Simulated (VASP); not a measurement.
# Mn (P6_3/mmc) in VASP: a series of runs, part 2 of 2

VASP 6.6.1.

**3. Single point, BLYP (volume scaled by 0.88)**

Input file INCAR:

```
SYSTEM = Mn
  PREC = Accurate
  ENCUT = 520
  EDIFF = 1E-7
  ISMEAR = -1
  SIGMA = 0.1
  LREAL = .False.
  LASPH = .True.
  NELM = 100
  ALGO = Normal
  ISIF = 2
  LWAVE = .False.
  LCHARG = .False.
  GGA = B5
  ALDAX = 1.0
  AGGAX = 1.0
  AGGAC = 1.0
  ALDAC = 0.0
  NBANDS = 20
```

Input file KPOINTS:

```
Automatic mesh
0
Gamma
  16 16 9
  0 0 0
```

Input file POSCAR:

```
Mn
1.0
    2.4115562450      0.0000000000      0.0000000000
   -1.2057781225      2.0884689708      0.0000000000
    0.0000000000      0.0000000000      3.8835451761
Mn
2
Direct
    0.3333333333      0.6666666667      0.2500000000
    0.6666666667      0.3333333333      0.7500000000
```

Potentials or basis: VASP PAW PBE potentials, release 64 (Mn_pv).

The run is started by

```sh
cat potpaw_PBE.64/Mn_pv/POTCAR > POTCAR
mpirun -np 1 vasp_std > vasp.out
```

Run time: 62 s. Hardware: 1 thread of AMD EPYC 7R13 (Zen 3), shared host; peak memory 0.13 GiB.

Results (log left out):

```
Free energy            : -15.2825 eV
Pressure               : 42.9 GPa
Band gap on the k mesh : zero (band 13 reaches 13.34 eV, above the bottom of band 14 at 11.09 eV)
```

Stress tensor (GPa, compression positive):
```
42.75  0.00  0.00
 0.00 42.75  0.00
 0.00  0.00 43.10
```

Levels at points of the mesh, in eV from the Fermi level:
| k point | band 9 | band 10 | band 11 | band 12 | band 13 | band 14 | band 15 | band 16 | band 17 | band 18 |
| --- | --- | --- | --- | --- | --- | --- | --- | --- | --- | --- |
| (0.00, 0.00, 0.00) | -1.13 | -1.13 | -1.10 | -0.58 | -0.58 | -0.01 | -0.01 | 1.27 | 1.81 | 1.81 |
| (0.50, 0.00, 0.00) | -4.12 | -1.38 | -1.25 | -1.00 | -0.45 | 2.02 | 2.23 | 2.28 | 4.13 | 6.49 |

Caveat: the PAW data sets were made with another functional, which shifts forces and pressure a little; the run has no spin polarisation, though such a crystal can be magnetic. Spin polarisation is off, so any magnetic state and its effect on volume and gap are missing.

**4. Single point, BLYP (volume scaled by 0.92)**

Input file INCAR:

```
SYSTEM = Mn
PREC     = Accurate       ! precision mode
ENCUT    = 520            ! plane-wave cutoff, eV
EDIFF    = 1E-7           ! SCF threshold, eV
ISMEAR   = -1             ! smearing method
SIGMA    = 0.1            ! smearing width, eV
LREAL    = .False.        ! projectors in reciprocal space
LASPH    = .True.         ! aspherical terms in the spheres
NELM     = 60             ! most SCF steps
ALGO     = Normal         ! electronic algorithm
ISIF     = 2              ! what is computed and relaxed
LWAVE    = .False.        ! write WAVECAR
LCHARG   = .False.        ! write CHGCAR
GGA      = B5             ! functional
ALDAX    = 1.0          
AGGAX    = 1.0          
AGGAC    = 1.0          
ALDAC    = 0.0          
NBANDS   = 20             ! bands
```

KPOINTS is that of step 3.

Input file POSCAR:

```
Mn
1.0
    2.4475549291      0.0000000000      0.0000000000
   -1.2237774645      2.1196447457      0.0000000000
    0.0000000000      0.0000000000      3.9415170837
Mn
2
Direct
    0.3333333333      0.6666666667      0.2500000000
    0.6666666667      0.3333333333      0.7500000000
```

Potentials or basis: VASP PAW PBE potentials, release 64 (Mn_pv).

The run is started by

```sh
cat potpaw_PBE.64/Mn_pv/POTCAR > POTCAR
mpirun -np 1 vasp_std > vasp.out
```

OUTCAR:

```text
SYSTEM = Mn
   PREC = Accurate
   ENCUT = 520
   EDIFF = 1E-7
   ISMEAR = -1
   LREAL = .False.
   LASPH = .True.
   NELM = 60
   ISIF = 2
   GGA = B5

 ion  position               nearest neighbor table
   1  0.333  0.667  0.250-   2 2.43   2 2.43   2 2.43   2 2.43   2 2.43   2 2.43
   2  0.667  0.333  0.750-   1 2.43   1 2.43   1 2.43   1 2.43   1 2.43   1 2.43

  LATTYP: Found a hexagonal cell.
 ALAT       =     2.4475549291
 C/A-ratio  =     1.6103896329

  Lattice vectors:
[... 189 lines left out ...]
      1     -36.6238      2.00000
      2     -35.8436      2.00000
      3     -35.8436      2.00000
      4     -35.7171      2.00000
      5     -35.7171      2.00000
      6     -35.6920      2.00000
[... 541 lines left out ...]
     19      22.0064      0.00000
     20      24.0134      0.00000

 [... further k-points ...]
[... 5 lines left out ...]
  --------------------------------------------------------------------------------------
  -------------------------------------------------------------------------------------
  Total        3.2231188      3.2231188      3.2509284      0.0000000      0.0000000      0.0000000
  in kB      252.5387095    252.5387095    254.7176541      0.0000000      0.0000000      0.0000000
  external PRESSURE =     253.2650244 kB  Pullay stress =       0.0000000 kB

 VOLUME and BASIS-vectors are now :
 -----------------------------------------------------------------------------
  energy-cutoff  :      520.00
  volume of cell :       20.45
      direct lattice vectors                 reciprocal lattice vectors
     2.447554929  0.000000000  0.000000000     0.408571014  0.235888585  0.000000000
    -1.223777464  2.119644746  0.000000000     0.000000000  0.471777170  0.000000000
     0.000000000  0.000000000  3.941517084     0.000000000  0.000000000  0.253709417

 POSITION                                       TOTAL-FORCE (eV/Angst)
 -----------------------------------------------------------------------------------
     -0.00000      1.41310      0.98538        -0.000000     -0.000000      0.000000
      1.22378      0.70655      2.95614         0.000000      0.000000      0.000000
 -----------------------------------------------------------------------------------
    total drift:                               -0.000000      0.000000     -0.000000

  FREE ENERGIE OF THE ION-ELECTRON SYSTEM (eV)
  ---------------------------------------------------
  free  energy   TOTEN  =       -15.4703946679 eV

  energy  without entropy=      -15.3807083394  energy(sigma->0) =      -15.42555150
```

Wall time 62 s (1 thread of AMD EPYC 7R13 (Zen 3), shared host); peak memory 0.13 GiB.

Results:

| Item | Value |
| --- | --- |
| Free energy | -15.4704 eV |
| Pressure | 25.3 GPa |
| Band gap on the k mesh | zero (band 13 reaches 12.61 eV, above the bottom of band 14 at 10.50 eV) |

Stress tensor (GPa, compression positive):
```
25.25  0.00  0.00
 0.00 25.25  0.00
 0.00  0.00 25.47
```

Caveat: the PAW data sets were made with another functional, which shifts forces and pressure a little; the run has no spin polarisation, though such a crystal can be magnetic. Spin polarisation is off, so any magnetic state and its effect on volume and gap are missing.

**5. Single point, BLYP (volume scaled by 0.96)**

Input file INCAR:

```
SYSTEM = Mn
PREC = Accurate
ENCUT = 520
EDIFF = 1E-7
ISMEAR = -1
SIGMA = 0.1
LREAL = .False.
LASPH = .True.
NELM = 60
ALGO = Normal
ISIF = 2
LWAVE = .False.
LCHARG = .False.
GGA = B5
ALDAX = 1.0
AGGAX = 1.0
AGGAC = 1.0
ALDAC = 0.0
NBANDS = 20
```

Input file KPOINTS:

```
regular mesh
0
Gamma
  16 16 9
  0 0 0
```

Input file POSCAR:

```
Mn
1.0
    2.4825247241      0.0000000000      0.0000000000
   -1.2412623620      2.1499294766      0.0000000000
    0.0000000000      0.0000000000      3.9978320791
Mn
2
Direct
    0.3333333333      0.6666666667      0.2500000000
    0.6666666667      0.3333333333      0.7500000000
```

Potentials or basis: VASP PAW PBE potentials, release 64 (Mn_pv).

The run is started by

```sh
cat potpaw_PBE.64/Mn_pv/POTCAR > POTCAR
mpirun -np 1 vasp_std > vasp.out
```

OUTCAR:

```text
SYSTEM = Mn
   PREC = Accurate
   ENCUT = 520
   EDIFF = 1E-7
   ISMEAR = -1
   LREAL = .False.
   LASPH = .True.
   NELM = 60
   ISIF = 2
   GGA = B5

 ion  position               nearest neighbor table
   1  0.333  0.667  0.250-   2 2.46   2 2.46   2 2.46   2 2.46   2 2.46   2 2.46
   2  0.667  0.333  0.750-   1 2.46   1 2.46   1 2.46   1 2.46   1 2.46   1 2.46

  LATTYP: Found a hexagonal cell.
 ALAT       =     2.4825247241
 C/A-ratio  =     1.6103896329

  Lattice vectors:
[... 189 lines left out ...]
      1     -37.1617      2.00000
      2     -36.4841      2.00000
      3     -36.4841      2.00000
      4     -36.3727      2.00000
      5     -36.3727      2.00000
      6     -36.3492      2.00000
[... 541 lines left out ...]
     19      20.9633      0.00000
     20      22.9080      0.00000

 [... further k-points ...]
[... 5 lines left out ...]
  --------------------------------------------------------------------------------------
  -------------------------------------------------------------------------------------
  Total        1.5015909      1.5015909      1.5104639      0.0000000      0.0000000      0.0000000
  in kB      112.7508635    112.7508635    113.4171137      0.0000000      0.0000000      0.0000000
  external PRESSURE =     112.9729469 kB  Pullay stress =       0.0000000 kB

 VOLUME and BASIS-vectors are now :
 -----------------------------------------------------------------------------
  energy-cutoff  :      520.00
  volume of cell :       21.34
      direct lattice vectors                 reciprocal lattice vectors
     2.482524724  0.000000000  0.000000000     0.402815726  0.232565768  0.000000000
    -1.241262362  2.149929477  0.000000000     0.000000000  0.465131536  0.000000000
     0.000000000  0.000000000  3.997832079     0.000000000  0.000000000  0.250135569

 POSITION                                       TOTAL-FORCE (eV/Angst)
 -----------------------------------------------------------------------------------
     -0.00000      1.43329      0.99946        -0.000000      0.000000      0.000000
      1.24126      0.71664      2.99837         0.000000     -0.000000      0.000000
 -----------------------------------------------------------------------------------
    total drift:                               -0.000000      0.000000     -0.000000

  FREE ENERGIE OF THE ION-ELECTRON SYSTEM (eV)
  ---------------------------------------------------
  free  energy   TOTEN  =       -15.5710230901 eV

  energy  without entropy=      -15.4759733506  energy(sigma->0) =      -15.52349822
```

stdout:

```text
POSCAR found type information on POSCAR Mn
 POSCAR found :  1 types and       2 ions
 scaLAPACK will be used
 -----------------------------------------------------------------------------
|                                                                             |
|                                                                             |
|     You enforced a specific xc type in the INCAR file but a different       |
|     I HOPE YOU KNOW WHAT YOU ARE DOING!                                     |
|                                                                             |
 -----------------------------------------------------------------------------

 LDA part: xc-table for (Slater(with rela. corr.)+VWN5), standard interpolation
 POSCAR, INCAR and KPOINTS ok, starting setup
 FFT: planning ... GRIDC
 FFT: planning ... GRID_SOFT
 FFT: planning ... GRID
 WAVECAR not read
 entering main loop
```

Run time: 62 s. Hardware: 1 thread of AMD EPYC 7R13 (Zen 3), shared host; peak memory 0.13 GiB.

What came out:

```
Free energy            : -15.5710 eV
Pressure               : 11.3 GPa
Band gap on the k mesh : zero (band 13 reaches 11.93 eV, above the bottom of band 14 at 9.94 eV)
```

Levels at points of the mesh, in eV from the Fermi level:
| k point | band 9 | band 10 | band 11 | band 12 | band 13 | band 14 | band 15 | band 16 | band 17 | band 18 |
| --- | --- | --- | --- | --- | --- | --- | --- | --- | --- | --- |
| (0.00, 0.00, 0.00) | -0.98 | -0.98 | -0.97 | -0.51 | -0.51 | 0.00 | 0.00 | 1.09 | 1.60 | 1.60 |
| (0.50, 0.00, 0.00) | -3.65 | -1.21 | -1.21 | -0.90 | -0.41 | 1.78 | 1.97 | 2.01 | 3.68 | 5.82 |

Caveat: the PAW data sets were made with another functional, which shifts forces and pressure a little; the run has no spin polarisation, though such a crystal can be magnetic. Spin polarisation is off, so any magnetic state and its effect on volume and gap are missing.

**6. The runs side by side**

| task | spin | cell | k mesh | cutoff (eV) | smearing | gap on the mesh (eV) | pressure (GPa) |
| --- | --- | --- | --- | --- | --- | --- | --- |
| relaxation of cell and atoms | collinear, antiferromagnetic start | relaxed from a = 2.552, b = 2.552, c = 4.167 Å, angles 90.0, 90.0, 120.0°, 2 atoms | 14 × 14 × 8 | 600 | fermi-dirac 0.05 eV | none | 0.0 |
| single point | off | a = 2.412, b = 2.412, c = 3.884 Å, angles 90.0, 90.0, 120.0°, 2 atoms | 16 × 16 × 9 | 520 | fermi-dirac 0.1 eV | none | 42.9 |
| single point | off | a = 2.448, b = 2.448, c = 3.942 Å, angles 90.0, 90.0, 120.0°, 2 atoms | 16 × 16 × 9 | 520 | fermi-dirac 0.1 eV | none | 25.3 |
| single point | off | a = 2.483, b = 2.483, c = 3.998 Å, angles 90.0, 90.0, 120.0°, 2 atoms | 16 × 16 × 9 | 520 | fermi-dirac 0.1 eV | none | 11.3 |

Alike in all rows: level BLYP; potentials or basis VASP PAW PBE potentials, release 64 (Mn_pv).

Caveats: the PAW data sets were made with another functional, which shifts forces and pressure a little.

Absolute energies hang on the potentials; compare differences alone.
